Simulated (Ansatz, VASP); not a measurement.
BC5 in VASP and in Ansatz

```
B C
1.0
     2.55155    0.00000    0.00000
    -1.27578    2.20971    0.00000
     0.00000    0.00000    6.39966
B C
1 5
Direct
  0.33333 0.66667 0.00759
  0.33333 0.66667 0.25951
  0.66667 0.33333 0.33903
  0.00000 0.00000 0.66456
  0.66667 0.33333 0.58136
  0.00000 0.00000 0.89894
```

Alike in both runs: task relaxation of cell and atoms; functional r2SCAN; dispersion rVV10; k mesh 9 × 9 × 4; no spin polarisation.

|  | VASP | Ansatz |
| --- | --- | --- |
| version | VASP 6.6.1 | Ansatz 0.2.0 |
| potentials or method | VASP PAW PBE potentials, release 64 (B, C), cutoff 600 eV | plane waves, PAW |
| occupations | methfessel-paxton of order 1, width 0.1 eV | cold |
| valence electrons in the cell | 23 | 23 |

VASP gave:

```
relaxed volume (Å³/atom)                                     : 5.95
relaxed cell length with the largest relative difference (Å) : 2.544
```

**Question.** Estimate Ansatz's values.

**Answer.** Relaxed volume (Å³/atom): 5.95; relaxed cell length with the largest relative difference (Å): 2.543.

VASP's potentials were made for PBE, not for r2SCAN.
